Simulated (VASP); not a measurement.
# Si (P1) in VASP: notebook

The runs below take Si through single point, with LDA.

All numbers are computed with VASP 6.6.1; they aren't measurements. Logs are shortened: lines on timing, memory, paths and dates and some standing lists are left out, and cuts for length are marked.

### Step 1. The cell of the first run

The typed cell holds 16 atoms: a = 8.045 Å, b = 8.045 Å, c = 8.045 Å, α = 60.00°, β = 60.00°, γ = 60.00°.

### Step 2. Single point, LDA

File INCAR:

```
PREC = Accurate
ENCUT = 520
EDIFF = 1E-6
ISMEAR = -1
SIGMA = 0.17
LREAL = Auto
LASPH = True
NELM = 100
ALGO = Normal
ISIF = 2
LWAVE = False
LCHARG = False
NBANDS = 46
```

File KPOINTS:

```
Automatic mesh
0
Gamma
  2 2 2
```

File POSCAR:

```
Si
1.0
    0.0000000000      5.6889540000      5.6889540000
    5.6889540000      0.0000000000      5.6889540000
    5.6889540000      5.6889540000      0.0000000000
Si
16
Direct
   -0.0337232468     -0.0170769530      0.0375200784
    0.1237310057      0.0873974372      0.1560216518
   -0.0345406203      0.0016347469      0.5241033765
    0.1120328974      0.1704443383      0.6226715843
    0.0046405719      0.4638814095      0.0414311664
    0.1344799061      0.6151306549      0.1405618678
    0.0070839033      0.4994767052      0.4961896335
    0.1461604365      0.6214323406      0.6093211511
    0.4911008245     -0.0001669903      0.0006415942
    0.6242360195      0.0383462408      0.1705322279
    0.4914963278      0.0698370913      0.4871545806
    0.6097781771      0.1669726983      0.6251237046
    0.5438521739      0.4940187599     -0.0509320343
    0.6276988705      0.6729971801      0.0550101126
    0.4908986784      0.5634427700      0.4388856018
    0.6149021419      0.7128111776      0.5540297918
```

Potentials or basis: VASP PAW LDA potentials, release 64 (Si).

Command:

```
cat potpaw_LDA.64/Si/POTCAR > POTCAR
mpirun -np 1 vasp_std > vasp.out
```

OUTCAR:

```text
PREC = Accurate
   ENCUT = 520
   EDIFF = 1E-6
   ISMEAR = -1
   LREAL = Auto
   LASPH = True
   NELM = 100
   ISIF = 2

 ion  position               nearest neighbor table
   1  0.966  0.983  0.038-  10 2.29   6 2.44   2 2.51   4 2.76
   2  0.124  0.087  0.156-   9 2.43   3 2.44   5 2.48   1 2.51
   3  0.965  0.002  0.524-  12 2.36   2 2.44   8 2.53   4 2.73
   4  0.112  0.170  0.623-   7 2.16  11 2.50   3 2.73   1 2.76
   5  0.005  0.464  0.041-   2 2.48   6 2.51  14 2.61   8 2.84
   6  0.134  0.615  0.141-   7 2.34   1 2.44   5 2.51  13 2.72
   7  0.007  0.499  0.496-   4 2.16   6 2.34   8 2.46  16 2.65
   8  0.146  0.621  0.609-  15 2.31   7 2.46   3 2.53   5 2.84
   9  0.491  1.000  0.001-  14 2.18  10 2.31   2 2.43  12 2.49
  10  0.624  0.038  0.171-   1 2.29   9 2.31  11 2.31  16 2.88  13 3.05
  11  0.491  0.070  0.487-  10 2.31  12 2.33  16 2.38   4 2.50
  12  0.610  0.167  0.625-  11 2.33   3 2.36   9 2.49  15 2.63
  13  0.544  0.494  0.949-  14 2.46  16 2.67   6 2.72  10 3.05
  14  0.628  0.673  0.055-   9 2.18  13 2.46  15 2.52   5 2.61
  15  0.491  0.563  0.439-   8 2.31  14 2.52  16 2.56  12 2.63
  16  0.615  0.713  0.554-  11 2.38  15 2.56   7 2.65  13 2.67  10 2.88

  LATTYP: Found a face centered cubic cell.
 ALAT       =    11.3779080000

  Lattice vectors:

 A1 = (   0.0000000000,   5.6889540000,   5.6889540000)
 A2 = (   5.6889540000,   0.0000000000,   5.6889540000)
 A3 = (   5.6889540000,   5.6889540000,   0.0000000000)

Analysis of symmetry for initial positions (statically):
[... 5 lines left out ...]
 face centered cubic supercell.

 Subroutine GETGRP returns: Found  1 space group operations
 (whereof  1 operations were pure point group operations)
 out of a pool of 48 trial point group operations.

The static configuration has the point symmetry C_1 .

Analysis of symmetry for dynamics (positions and initial velocities):
[... 5 lines left out ...]
 face centered cubic supercell.

 Subroutine GETGRP returns: Found  1 space group operations
 (whereof  1 operations were pure point group operations)
 out of a pool of 48 trial point group operations.

The dynamic configuration has the point symmetry C_1 .

 Subroutine INISYM returns: Found  1 space group operations
 (whereof  1 operations are pure point group operations),
 and found     1 'primitive' translations

----------------------------------------------------------------------------------------

                                     Primitive cell

  volume of cell :     368.2369

  direct lattice vectors                    reciprocal lattice vectors
     0.000000000  5.688954000  5.688954000    -0.087889619  0.087889619  0.087889619
     5.688954000  0.000000000  5.688954000     0.087889619 -0.087889619  0.087889619
     5.688954000  5.688954000  0.000000000     0.087889619  0.087889619 -0.087889619

  length of vectors
     8.045395903  8.045395903  8.045395903     0.152229286  0.152229286  0.152229286

  position of ions in fractional coordinates (direct lattice)
     0.966276753  0.982923047  0.037520078
     0.123731006  0.087397437  0.156021652
     0.965459380  0.001634747  0.524103377
     0.112032897  0.170444338  0.622671584
     0.004640572  0.463881409  0.041431166
     0.134479906  0.615130655  0.140561868
[... 8 lines left out ...]
     0.490898678  0.563442770  0.438885602
     0.614902142  0.712811178  0.554029792

  ion indices of the primitive-cell ions
   primitive index   ion index
                 1           1
                 2           2
                 3           3
                 4           4
                 5           5
                 6           6
[... 8 lines left out ...]
                15          15
                16          16

----------------------------------------------------------------------------------------

 KPOINTS: Automatic mesh

Automatic generation of k-mesh.
 Grid dimensions read from file:
 generate k-points for:    2    2    2

 Generating k-lattice:

  Cartesian coordinates                     Fractional coordinates (reciprocal lattice)
    -0.043944810  0.043944810  0.043944810     0.500000000  0.000000000  0.000000000
     0.043944810 -0.043944810  0.043944810     0.000000000  0.500000000  0.000000000
     0.043944810  0.043944810 -0.043944810     0.000000000  0.000000000  0.500000000

  Length of vectors
     0.076114643  0.076114643  0.076114643

  Shift w.r.t. Gamma in fractional coordinates (k-lattice)
     0.000000000  0.000000000  0.000000000

 Subroutine IBZKPT returns following result:
 ===========================================

 Found      8 irreducible k-points:

 Following reciprocal coordinates:
            Coordinates               Weight
  0.000000  0.000000  0.000000      1.000000
  0.500000  0.000000  0.000000      1.000000
  0.000000  0.500000  0.000000      1.000000
  0.000000  0.000000  0.500000      1.000000
  0.500000  0.500000  0.500000      1.000000
  0.500000  0.500000  0.000000      1.000000
  0.000000  0.500000  0.500000      1.000000
  0.500000  0.000000  0.500000      1.000000
   k-points           NKPTS =      8   k-points in BZ     NKDIM =      8   number of bands    NBANDS=     46
   number of dos      NEDOS =    301   number of ions     NIONS =     16
   total plane-waves  NPLWV = 216000
   dimension x,y,z NGX =    60 NGY =   60 NGZ =   60
   dimension x,y,z NGXF=   120 NGYF=  120 NGZF=  120
   ions per type =              16
   NGX,Y,Z   is equivalent  to a cutoff of  12.40, 12.40, 12.40 a.u.
   NGXF,Y,Z  is equivalent  to a cutoff of  24.80, 24.80, 24.80 a.u.
 SYSTEM =  unknown system
   PREC   = accura    normal or accurate (medium, high low for compatibility)
   ISTART =      0    job   : 0-new  1-cont  2-samecut
   ICHARG =      2    charge: 1-file 2-atom 10-const
   ISPIN  =      1    spin polarized calculation?
   LNONCOLLINEAR =      F non collinear calculations
   LSORBIT =      F    spin-orbit coupling
   LASPH  =      T    aspherical Exc in radial PAW
   ENCUT  =  520.0 eV  38.22 Ry    6.18 a.u.  14.96 14.96 14.96*2*pi/ulx,y,z
   NELM   =    100;   NELMIN=  2; NELMDL= -5     # of ELM steps
   EDIFF  = 0.1E-05   stopping-criterion for ELM
   LREAL  =      T    real-space projection
   EDIFFG = 0.1E-04   stopping-criterion for IOM
   NSW    =      0    number of steps for IOM
   IBRION =     -1    ionic relax: 0-MD 1-quasi-New 2-CG
   NFREE  =      0    steps in history (QN), initial steepest desc. (CG)
   ISIF   =      2    stress and relaxation
   ISYM   =      2    0-nonsym 1-usesym 2-fastsym
   POTIM  = 0.5000    time-step for ionic-motion
   TEBEG  =    0.0;   TEEND  =   0.0 temperature during run
   PSTRESS=    0.0 pullay stress
   NELECT =      64.0000    total number of electrons
   NUPDOWN=      -1.0000    fix difference up-down
   EMIN   =  10.00;   EMAX   =-10.00  energy-range for DOS
   EFERMI =   0.00;   METHOD = LEGACY
   ISMEAR =    -1;   SIGMA  =   0.17  broadening in eV -4-tet -1-fermi 0-gaus
   EFERMI_NEDOS =   21; number of points for ismear=-14 and -15
   IALGO  =     38    algorithm
   IMIX   =      4    mixing-type and parameters
     AMIX     =   0.40;   BMIX     =  1.00
     AMIX_MAG =   1.60;   BMIX_MAG =  1.00
  volume/ion in A,a.u.               =      23.01       155.31
  Fermi-wavevector in a.u.,A,eV,Ry     =   0.913606  1.726465 11.356462  0.834676
  Thomas-Fermi vector in A             =   2.038137
   LORBIT       =      0    0 simple, 1 ext, 2 COOP (PROOUT), +10 PAW based schemes
   GGA     = CA    functional components
   LHFCALC =     F    Hartree Fock is set to
   AEXX    =    0.0000 exact exchange contribution
   IVDW    =     0    specifies the selected vdW correction
   LEPSILON=     F    determine dielectric tensor
   LRPA    =     F    only Hartree local field effects (RPA)
 non-spin polarized calculation
  energy-cutoff  :      520.00
  volume of cell :      368.24
 maximum number of plane-waves:      9922
 NGX is ok and might be reduce to    60
   NGX = 29   NGY = 29   NGZ = 29

 number of electron      64.0000000 magnetization

 Free energy of the ion-electron system (eV)
  ---------------------------------------------------
  ext. energy  EPLUGINS =         0.00000000
  ---------------------------------------------------
  free energy    TOTEN  =       -87.66847340 eV

  energy without entropy =      -87.20861854  energy(sigma->0) =      -87.43854597

 E-fermi :   4.5975     XC(G=0):  -9.1082

 val. band max:        4.5812525108   @ k =   0.5000   0.0000   0.0000
 cond. band min:       4.7441783779   @ k =   0.0000   0.0000   0.0000
 fundamental gap:      0.1629258671
 Fermi energy:         4.5974624941

 k-point     1 :       0.0000    0.0000    0.0000
  band No.  band energies     occupation
      1      -6.8885      2.00000
      2      -5.2174      2.00000
      3      -4.9421      2.00000
      4      -4.7013      2.00000
      5      -4.4043      2.00000
      6      -3.7450      2.00000
[... 36 lines left out ...]
     43       6.0597      0.00037
     44       6.6615      0.00001

 k-point     2 :       0.5000    0.0000    0.0000
  band No.  band energies     occupation
      1      -6.4502      2.00000
      2      -5.9348      2.00000
      3      -5.0356      2.00000
      4      -4.6342      2.00000
      5      -4.3387      2.00000
      6      -4.2517      2.00000
[... 36 lines left out ...]
     43       7.7037      0.00000
     44       7.9339      0.00000

 k-point     3 :       0.0000    0.5000    0.0000
  band No.  band energies     occupation
      1      -6.5019      2.00000
      2      -5.8262      2.00000
      3      -4.9238      2.00000
      4      -4.6557      2.00000
      5      -4.4378      2.00000
      6      -4.3768      2.00000
[... 36 lines left out ...]
     43       7.7147      0.00000
     44       7.8629      0.00000

 k-point     4 :       0.0000    0.0000    0.5000
  band No.  band energies     occupation
      1      -6.4313      2.00000
      2      -5.9999      2.00000
      3      -4.9168      2.00000
      4      -4.6065      2.00000
      5      -4.5940      2.00000
      6      -4.0227      2.00000
[... 36 lines left out ...]
     43       7.6878      0.00000
     44       7.7373      0.00000

 k-point     5 :       0.5000    0.5000    0.5000
  band No.  band energies     occupation
      1      -6.2701      2.00000
      2      -6.2134      2.00000
      3      -4.9559      2.00000
      4      -4.5797      2.00000
      5      -4.4666      2.00000
      6      -4.0495      2.00000
[... 36 lines left out ...]
     43       7.7218      0.00000
     44       7.9166      0.00000

 k-point     6 :       0.5000    0.5000    0.0000
  band No.  band energies     occupation
      1      -6.3515      2.00000
      2      -5.6710      2.00000
      3      -5.3034      2.00000
      4      -5.0132      2.00000
      5      -4.7675      2.00000
      6      -4.4020      2.00000
[... 36 lines left out ...]
     43       7.9946      0.00000
     44       8.1337      0.00000

 k-point     7 :       0.0000    0.5000    0.5000
  band No.  band energies     occupation
      1      -6.2403      2.00000
      2      -5.8781      2.00000
      3      -5.3550      2.00000
      4      -4.9388      2.00000
      5      -4.6306      2.00000
      6      -4.5163      2.00000
[... 36 lines left out ...]
     43       7.9315      0.00000
     44       8.1909      0.00000

 k-point     8 :       0.5000    0.0000    0.5000
  band No.  band energies     occupation
      1      -6.1712      2.00000
      2      -5.9366      2.00000
      3      -5.4614      2.00000
      4      -4.8096      2.00000
      5      -4.7597      2.00000
      6      -4.4104      2.00000
[... 36 lines left out ...]
     43       8.0426      0.00000
     44       8.1117      0.00000
 [bands above 44 left out]

------------------------ aborting loop because EDIFF is reached ----------------------------------------

  FORCE on cell =-STRESS in cart. coord.  units (eV):
  Direction    XX          YY          ZZ          XY          YZ          ZX
  --------------------------------------------------------------------------------------
  -------------------------------------------------------------------------------------
  Total      -17.4955208    -19.8843126    -20.2119654     -2.4016169     -0.6332591      2.2809433
  in kB      -76.1220009    -86.5154961    -87.9410945    -10.4492963     -2.7552738      9.9242528
  external PRESSURE =     -83.5261972 kB  Pullay stress =       0.0000000 kB

 VOLUME and BASIS-vectors are now :
 -----------------------------------------------------------------------------
  energy-cutoff  :      520.00
  volume of cell :      368.24
      direct lattice vectors                 reciprocal lattice vectors
     0.000000000  5.688954000  5.688954000    -0.087889619  0.087889619  0.087889619
     5.688954000  0.000000000  5.688954000     0.087889619 -0.087889619  0.087889619
     5.688954000  5.688954000  0.000000000     0.087889619  0.087889619 -0.087889619

 POSITION                                       TOTAL-FORCE (eV/Angst)
 -----------------------------------------------------------------------------------
      5.80525      5.71055     11.08891        -1.042214      0.713460      1.640515
      1.38480      1.59150      1.20110         0.704508     -0.936814     -0.246959
      2.99090      8.47405      5.50175        -0.509834      1.210752      1.122187
      4.51200      4.17970      1.60700        -1.709590      1.550140     -2.697243
      2.87470      0.26210      2.66540        -0.157534     -1.042263      1.087598
      4.29910      1.56470      4.26450        -1.297712     -0.431372      0.346796
[... 8 lines left out ...]
      5.70220      5.28950      5.99810        -0.336018      0.966370      0.564390
      7.20700      6.65000      7.55330        -0.915494      1.160615     -0.949243
 -----------------------------------------------------------------------------------
    total drift:                               -0.002018     -0.001458      0.001756

  FREE ENERGIE OF THE ION-ELECTRON SYSTEM (eV)
  ---------------------------------------------------
  free  energy   TOTEN  =       -87.6684734029 eV

  energy  without entropy=      -87.2086185424  energy(sigma->0) =      -87.43854597
```

Wall time 1.7 min (1 thread of Intel Xeon 6975P-C (Granite Rapids), shared host); peak memory 0.38 GiB.

Results:

* Free energy: -87.6685 eV
* Pressure: -8.4 GPa
* Largest force: 3.573 eV/Å

Forces on the atoms (eV/Å):
```
Si  -1.042  0.713  1.641
Si   0.705 -0.937 -0.247
Si  -0.510  1.211  1.122
Si  -1.710  1.550 -2.697
Si  -0.158 -1.042  1.088
Si  -1.298 -0.431  0.347
Si   2.204 -1.660  1.472
Si   1.458 -0.372 -1.142
Si   1.030 -1.569  0.740
Si   0.853 -0.418  0.937
Si   0.242 -0.513 -1.448
Si   0.568 -0.317  0.661
Si   0.764 -0.756 -0.220
Si  -1.856  2.415 -1.869
Si  -0.336  0.966  0.564
Si  -0.915  1.161 -0.949
```

Caveat: the k points lie up to 0.48 Å⁻¹ apart; forces of over 1 eV/Å act on the atoms, so gaps and moduli don't describe the material at rest.

(Continued in part 2 of 3.)
